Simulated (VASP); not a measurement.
TiAl3: single point with LDA

The system is TiAl3.

```
Ti Al
1.0
    -1.92376    1.92376    4.30902
     1.92376   -1.92376    4.30902
     1.92376    1.92376   -4.30902
Ti Al
1 3
Direct
  0.00000 0.00000 0.00000
  0.25000 0.75000 0.50000
  0.75000 0.25000 0.50000
  0.50000 0.50000 0.00000
```

- Program: VASP 6.6.1
- Task: single point
- Functional: LDA
- Potentials or basis: VASP PAW LDA potentials, release 64 (Ti_sv, Al)
- Cutoff: 520 eV
- k mesh: 10 × 10 × 10
- Occupations: fermi-dirac, width 0.05 eV
- Spin: no spin polarisation

The pressure is -5.3 GPa.

Stress tensor (GPa, compression positive):
```
-5.48  0.00  0.00
 0.00 -5.48  0.00
 0.00  0.00 -4.99
```

Levels at points of the mesh, in eV from the Fermi level:
```csv
k point,band 9,band 10,band 11,band 12,band 13,band 14
"(0.00, 0.00, 0.00)",-1.19,-1.19,0.82,1.75,1.75,2.28
"(0.50, 0.00, 0.00)",-1.03,-0.25,0.49,1.72,2.09,2.66
"(0.50, 0.50, 0.00)",-2.62,-2.17,-0.96,1.71,1.85,2.72
"(0.50, 0.50, 0.50)",-0.88,-0.21,0.69,0.69,0.93,3.07
```

It took 3.2 min on 1 thread of Intel(R) Xeon(R) 6975P-C (Granite Rapids), with other jobs on the host, peak memory 0.26 GiB.
